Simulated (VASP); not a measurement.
# Ni (Fm-3m) in VASP: notebook

The runs below take Ni through single point, with PBE.

Everything below comes from runs of VASP 6.6.1. Logs are shortened: lines on timing, memory, paths and dates and some standing lists are left out, and cuts for length are marked.

## 1. The cell of the first run

The structure is cubic, space group Fm-3m (No. 225). The conventional cell has a = 3.524 Å, b = 3.524 Å, c = 3.524 Å, α = 90.00°, β = 90.00°, γ = 90.00°. Ni (site symmetry m-3m) has 12 Ni at 2.49 Å within 3.3 Å.

## 2. Single point, PBE, collinear spin, ferromagnetic start

Input file INCAR:

```
PREC = Accurate
ENCUT = 520
EDIFF = 1E-6
ISMEAR = -1
SIGMA = 0.1
LREAL = False
LASPH = True
NELM = 150
ALGO = Normal
ISIF = 2
LWAVE = False
LCHARG = False
ISPIN = 2
MAGMOM = 0.6
LORBIT = 11
LMAXMIX = 4
GGA = PE
NBANDS = 15
```

Input file KPOINTS:

```
Automatic mesh
0
Gamma
  16 16 16
```

Input file POSCAR:

```
Ni
1.0
    0.0000000000      1.7619350000      1.7619350000
    1.7619350000      0.0000000000      1.7619350000
    1.7619350000      1.7619350000      0.0000000000
Ni
1
Direct
    0.0000000000      0.0000000000      0.0000000000
```

Potentials or basis: VASP PAW PBE potentials, release 64 (Ni).

The run is started by

```console
$ cat potpaw_PBE.64/Ni/POTCAR > POTCAR
$ mpirun -np 1 vasp_std > vasp.out
```

OUTCAR:

```text
PREC = Accurate
   ENCUT = 520
   EDIFF = 1E-6
   ISMEAR = -1
   LREAL = False
   LASPH = True
   NELM = 150
   ISIF = 2
   ISPIN = 2
   LORBIT = 11
   GGA = PE

 ion  position               nearest neighbor table
   1  0.000  0.000  0.000-

  LATTYP: Found a face centered cubic cell.
 ALAT       =     3.5238700000

  Lattice vectors:

 A1 = (   0.0000000000,   1.7619350000,   1.7619350000)
 A2 = (   1.7619350000,   0.0000000000,   1.7619350000)
 A3 = (   1.7619350000,   1.7619350000,   0.0000000000)

Analysis of symmetry for initial positions (statically):
=====================================================================
 Subroutine PRICEL returns:
 Original cell was already a primitive cell.

 Routine SETGRP: Setting up the symmetry group for a
 face centered cubic supercell.

 Subroutine GETGRP returns: Found 48 space group operations
 (whereof 48 operations were pure point group operations)
 out of a pool of 48 trial point group operations.

The static configuration has the point symmetry O_h .

Analysis of symmetry for dynamics (positions and initial velocities):
=====================================================================
 Subroutine PRICEL returns:
 Original cell was already a primitive cell.

 Routine SETGRP: Setting up the symmetry group for a
 face centered cubic supercell.

 Subroutine GETGRP returns: Found 48 space group operations
 (whereof 48 operations were pure point group operations)
 out of a pool of 48 trial point group operations.

The dynamic configuration has the point symmetry O_h .

Analysis of structural, dynamic, and magnetic symmetry:
=====================================================================
 Subroutine PRICEL returns:
 Original cell was already a primitive cell.

 Routine SETGRP: Setting up the symmetry group for a
 face centered cubic supercell.

 Subroutine GETGRP returns: Found 48 space group operations
 (whereof 48 operations were pure point group operations)
 out of a pool of 48 trial point group operations.

The overall configuration has the point symmetry O_h .

 Subroutine INISYM returns: Found 48 space group operations
 (whereof 48 operations are pure point group operations),
 and found     1 'primitive' translations

----------------------------------------------------------------------------------------

                                     Primitive cell

  volume of cell :      10.9396

  direct lattice vectors                    reciprocal lattice vectors
     0.000000000  1.761935000  1.761935000    -0.283778914  0.283778914  0.283778914
     1.761935000  0.000000000  1.761935000     0.283778914 -0.283778914  0.283778914
     1.761935000  1.761935000  0.000000000     0.283778914  0.283778914 -0.283778914

  length of vectors
     2.491752373  2.491752373  2.491752373     0.491519496  0.491519496  0.491519496

  position of ions in fractional coordinates (direct lattice)
     0.000000000  0.000000000  0.000000000

  ion indices of the primitive-cell ions
   primitive index   ion index
                 1           1

----------------------------------------------------------------------------------------

 KPOINTS: Automatic mesh

Automatic generation of k-mesh.
 Grid dimensions read from file:
 generate k-points for:   16   16   16

 Generating k-lattice:

  Cartesian coordinates                     Fractional coordinates (reciprocal lattice)
    -0.017736182  0.017736182  0.017736182     0.062500000  0.000000000  0.000000000
     0.017736182 -0.017736182  0.017736182     0.000000000  0.062500000  0.000000000
     0.017736182  0.017736182 -0.017736182     0.000000000  0.000000000  0.062500000

  Length of vectors
     0.030719969  0.030719969  0.030719969

  Shift w.r.t. Gamma in fractional coordinates (k-lattice)
     0.000000000  0.000000000  0.000000000

 Subroutine IBZKPT returns following result:
 ===========================================

 Found    145 irreducible k-points:

 Following reciprocal coordinates:
            Coordinates               Weight
  0.000000  0.000000  0.000000      1.000000
  0.062500  0.000000  0.000000      8.000000
  0.125000  0.000000  0.000000      8.000000
  0.187500  0.000000  0.000000      8.000000
  0.250000  0.000000  0.000000      8.000000
  0.312500  0.000000  0.000000      8.000000
[... 16 lines left out ...]
 -0.125000  0.062500  0.000000     24.000000
 -0.062500  0.062500  0.000000     12.000000
 [... further k-points ...]
   k-points           NKPTS =    145   k-points in BZ     NKDIM =    145   number of bands    NBANDS=     15
   number of dos      NEDOS =    301   number of ions     NIONS =      1
   total plane-waves  NPLWV =   8000
   dimension x,y,z NGX =    20 NGY =   20 NGZ =   20
   dimension x,y,z NGXF=    40 NGYF=   40 NGZF=   40
   ions per type =               1
   NGX,Y,Z   is equivalent  to a cutoff of  13.34, 13.34, 13.34 a.u.
   NGXF,Y,Z  is equivalent  to a cutoff of  26.69, 26.69, 26.69 a.u.
 SYSTEM =  unknown system
   PREC   = accura    normal or accurate (medium, high low for compatibility)
   ISTART =      0    job   : 0-new  1-cont  2-samecut
   ICHARG =      2    charge: 1-file 2-atom 10-const
   ISPIN  =      2    spin polarized calculation?
   LNONCOLLINEAR =      F non collinear calculations
   LSORBIT =      F    spin-orbit coupling
   LASPH  =      T    aspherical Exc in radial PAW
   ENCUT  =  520.0 eV  38.22 Ry    6.18 a.u.   4.63  4.63  4.63*2*pi/ulx,y,z
   NELM   =    150;   NELMIN=  2; NELMDL= -5     # of ELM steps
   EDIFF  = 0.1E-05   stopping-criterion for ELM
   LREAL  =      F    real-space projection
   EDIFFG = 0.1E-04   stopping-criterion for IOM
   NSW    =      0    number of steps for IOM
   IBRION =     -1    ionic relax: 0-MD 1-quasi-New 2-CG
   NFREE  =      0    steps in history (QN), initial steepest desc. (CG)
   ISIF   =      2    stress and relaxation
   ISYM   =      2    0-nonsym 1-usesym 2-fastsym
   POTIM  = 0.5000    time-step for ionic-motion
   TEBEG  =    0.0;   TEEND  =   0.0 temperature during run
   PSTRESS=    0.0 pullay stress
   NELECT =      10.0000    total number of electrons
   NUPDOWN=      -1.0000    fix difference up-down
   EMIN   =  10.00;   EMAX   =-10.00  energy-range for DOS
   EFERMI =   0.00;   METHOD = LEGACY
   ISMEAR =    -1;   SIGMA  =   0.10  broadening in eV -4-tet -1-fermi 0-gaus
   EFERMI_NEDOS =   21; number of points for ismear=-14 and -15
   IALGO  =     38    algorithm
   IMIX   =      4    mixing-type and parameters
     AMIX     =   0.40;   BMIX     =  1.00
     AMIX_MAG =   1.60;   BMIX_MAG =  1.00
  volume/ion in A,a.u.               =      10.94        73.82
  Fermi-wavevector in a.u.,A,eV,Ry     =   1.588821  3.002436 34.345893  2.524352
  Thomas-Fermi vector in A             =   2.687765
   LORBIT       =     11    0 simple, 1 ext, 2 COOP (PROOUT), +10 PAW based schemes
   GGA     = PE    functional components
   LHFCALC =     F    Hartree Fock is set to
   AEXX    =    0.0000 exact exchange contribution
   IVDW    =     0    specifies the selected vdW correction
   LEPSILON=     F    determine dielectric tensor
   LRPA    =     F    only Hartree local field effects (RPA)
 spin polarized calculation
  energy-cutoff  :      520.00
  volume of cell :       10.94
 maximum number of plane-waves:       306
   NGX =  9   NGY =  9   NGZ =  9

 number of electron      10.0000010 magnetization       0.5996978

 Free energy of the ion-electron system (eV)
  ---------------------------------------------------
  ext. energy  EPLUGINS =         0.00000000
  ---------------------------------------------------
  free energy    TOTEN  =        -5.49828321 eV

  energy without entropy =       -5.44383433  energy(sigma->0) =       -5.47105877

 E-fermi :   9.2870     XC(G=0): -13.2230

 val. band max:        9.2861357395   @ k =  -0.3750   0.3125   0.0000
 cond. band min:       9.2870359604   @ k =   0.3750   0.1250   0.0000
 fundamental gap:      0.0009002209
 Fermi energy:         9.2869697610

 spin component 1

 k-point     1 :       0.0000    0.0000    0.0000
  band No.  band energies     occupation
      1       0.3266      1.00000
      2       6.9053      1.00000
      3       6.9053      1.00000
      4       6.9053      1.00000
      5       8.0572      1.00000
      6       8.0572      1.00000
      7      32.9752      0.00000
      8      36.7923      0.00000
      9      36.7923      0.00000
     10      36.7923      0.00000
     11      39.7203      0.00000
     12      39.7203      0.00000
     13      39.7203      0.00000
     14      42.6908      0.00000
     15      48.9354      0.00000

 k-point     2 :       0.0625    0.0000    0.0000
  band No.  band energies     occupation
      1       0.4789      1.00000
      2       6.8663      1.00000
      3       6.9391      1.00000
      4       6.9391      1.00000
      5       8.0429      1.00000
      6       8.0429      1.00000
      7      32.4530      0.00000
      8      35.0156      0.00000
      9      36.4286      0.00000
     10      36.4286      0.00000
     11      40.2583      0.00000
     12      40.2583      0.00000
     13      40.7962      0.00000
     14      43.9523      0.00000
     15      47.5016      0.00000
[... 365 lines left out ...]
      3       7.0882      1.00000
      4       7.0925      1.00000
      5       7.9024      1.00000
      6       8.1085      0.99999
      7      29.0725      0.00000
      8      31.8198      0.00000
      9      35.5206      0.00000
     10      37.4551      0.00000
     11      39.3583      0.00000
     12      40.4821      0.00000
     13      43.0835      0.00000
     14      44.4390      0.00000
     15      46.6224      0.00000

 k-point    24 :      -0.0625    0.0625    0.0000
  band No.  band energies     occupation
      1       0.7298      1.00000
      2       6.7951      1.00000
      3       6.9876      1.00000
      4       7.0058      1.00000
      5       7.9744      1.00000
      6       8.0720      0.99999
      7      31.6029      0.00000
      8      33.2227      0.00000
      9      35.5398      0.00000
     10      37.3683      0.00000
     11      39.8906      0.00000
     12      40.0022      0.00000
     13      42.9682      0.00000
     14      45.0604      0.00000
     15      45.4860      0.00000

 [... further k-points ...]

 spin component 2

 k-point     1 :       0.0000    0.0000    0.0000
  band No.  band energies     occupation
      1       0.2922      1.00000
      2       7.6174      1.00000
      3       7.6174      1.00000
      4       7.6174      1.00000
      5       8.6317      0.99858
      6       8.6317      0.99858
      7      32.8165      0.00000
      8      36.7771      0.00000
      9      36.7771      0.00000
     10      36.7771      0.00000
     11      39.8135      0.00000
     12      39.8135      0.00000
     13      39.8135      0.00000
     14      42.5659      0.00000
     15      49.1183      0.00000

 k-point     2 :       0.0625    0.0000    0.0000
  band No.  band energies     occupation
      1       0.4445      1.00000
      2       7.5733      1.00000
      3       7.6524      1.00000
      4       7.6524      1.00000
      5       8.6165      0.99878
      6       8.6165      0.99878
      7      32.3492      0.00000
      8      34.9950      0.00000
      9      36.4393      0.00000
     10      36.4393      0.00000
     11      40.3204      0.00000
     12      40.3204      0.00000
     13      40.7936      0.00000
     14      43.8852      0.00000
     15      47.6580      0.00000
[... 365 lines left out ...]
      3       7.7945      1.00000
      4       7.8063      1.00000
      5       8.4704      0.99972
      6       8.6970      0.99727
      7      29.1256      0.00000
      8      31.8296      0.00000
      9      35.4673      0.00000
     10      37.4705      0.00000
     11      39.3205      0.00000
     12      40.5180      0.00000
     13      43.2504      0.00000
     14      44.3890      0.00000
     15      46.8108      0.00000

 k-point    24 :      -0.0625    0.0625    0.0000
  band No.  band energies     occupation
      1       0.6960      1.00000
      2       7.4946      1.00000
      3       7.7040      1.00000
      4       7.7181      1.00000
      5       8.5438      0.99941
      6       8.6486      0.99831
      7      31.5619      0.00000
      8      33.2441      0.00000
      9      35.5082      0.00000
     10      37.3534      0.00000
     11      39.9781      0.00000
     12      39.9863      0.00000
     13      42.9530      0.00000
     14      45.2092      0.00000
     15      45.4834      0.00000

 [... further k-points ...]
[... 5 lines left out ...]
  --------------------------------------------------------------------------------------
  -------------------------------------------------------------------------------------
  Total       -0.0497251     -0.0497251     -0.0497251      0.0000000      0.0000000      0.0000000
  in kB       -7.2826086     -7.2826086     -7.2826086      0.0000000      0.0000000      0.0000000
  external PRESSURE =      -7.2826086 kB  Pullay stress =       0.0000000 kB

 VOLUME and BASIS-vectors are now :
 -----------------------------------------------------------------------------
  energy-cutoff  :      520.00
  volume of cell :       10.94
      direct lattice vectors                 reciprocal lattice vectors
     0.000000000  1.761935000  1.761935000    -0.283778914  0.283778914  0.283778914
     1.761935000  0.000000000  1.761935000     0.283778914 -0.283778914  0.283778914
     1.761935000  1.761935000  0.000000000     0.283778914  0.283778914 -0.283778914

 POSITION                                       TOTAL-FORCE (eV/Angst)
 -----------------------------------------------------------------------------------
      0.00000      0.00000      0.00000        -0.000000     -0.000000      0.000000
 -----------------------------------------------------------------------------------
    total drift:                                0.000000      0.000000      0.000000

  FREE ENERGIE OF THE ION-ELECTRON SYSTEM (eV)
  ---------------------------------------------------
  free  energy   TOTEN  =        -5.4982832094 eV

  energy  without entropy=       -5.4438343250  energy(sigma->0) =       -5.47105877

 total charge

# of ion       s       p       d       tot
------------------------------------------
    1        0.495   0.493   8.313   9.300

 magnetization (x)

# of ion       s       p       d       tot
------------------------------------------
    1       -0.007  -0.024   0.643   0.612
```

Run time: 35 s. Hardware: 1 thread of Intel Xeon 6975P-C, shared host; peak memory 0.16 GiB.

What came out:

```yaml
Free_energy: -5.4983 eV
Pressure: -0.7 GPa
Net_moment: 0.60 μB per cell
Site_moments: Ni +0.61 μB
Valence_electrons_inside_the_program's_atomic_spheres: Ni 9.30
```

## 3. Single point, PBE, collinear spin, ferromagnetic start

Input file INCAR:

```
SYSTEM = Ni
  ALGO = Normal
  EDIFF = 1E-7
  ENCUT = 520
  GGA = PE
  ISIF = 2
  ISMEAR = -1
  ISPIN = 2
  LASPH = .True.
  LCHARG = .False.
  LMAXMIX = 4
  LORBIT = 11
  LREAL = .False.
  LWAVE = .False.
  MAGMOM = 0.6
  NBANDS = 15
  NELM = 150
  PREC = Accurate
  SIGMA = 0.1
```

Input file KPOINTS:

```
k-points
0
Gamma
  16 16 16
  0 0 0
```

POSCAR is that of step 2.

Potentials or basis: VASP PAW PBE potentials, release 64 (Ni).

The run is started by

```console
$ cat potpaw_PBE.64/Ni/POTCAR > POTCAR
$ mpirun -np 1 vasp_std > vasp.out
```

It took 37 s on 1 thread of Intel Xeon 6975P-C, shared host; peak memory 0.16 GiB.

It converged, with:

```yaml
Free_energy: -5.4983 eV
Pressure: -0.7 GPa
Net_moment: 0.60 μB per cell
Site_moments: Ni +0.61 μB
Valence_electrons_inside_the_program's_atomic_spheres: Ni 9.30
```

Levels at points of the mesh, in eV from the Fermi level:
Spin up:
| k point | band 1 | band 2 | band 3 | band 4 | band 5 | band 6 | band 7 | band 8 | band 9 | band 10 |
| --- | --- | --- | --- | --- | --- | --- | --- | --- | --- | --- |
| (0.00, 0.00, 0.00) | -8.96 | -2.38 | -2.38 | -2.38 | -1.23 | -1.23 | 23.69 | 27.50 | 27.50 | 27.50 |
| (0.50, 0.00, 0.00) | -4.78 | -2.37 | -2.37 | -0.57 | -0.57 | -0.27 | 5.65 | 22.18 | 24.59 | 24.59 |
| (0.50, 0.50, 0.00) | -4.60 | -4.13 | -0.53 | -0.44 | -0.44 | 2.46 | 9.19 | 14.79 | 14.79 | 19.68 |
Spin down:
```csv
k point,band 1,band 2,band 3,band 4,band 5,band 6,band 7,band 8,band 9,band 10
"(0.00, 0.00, 0.00)",-8.99,-1.67,-1.67,-1.67,-0.66,-0.66,23.53,27.49,27.49,27.49
"(0.50, 0.00, 0.00)",-4.37,-1.78,-1.78,-0.33,0.15,0.15,6.05,22.04,24.68,24.68
"(0.50, 0.50, 0.00)",-4.26,-3.55,0.07,0.38,0.38,2.42,9.42,14.79,14.79,19.83
```
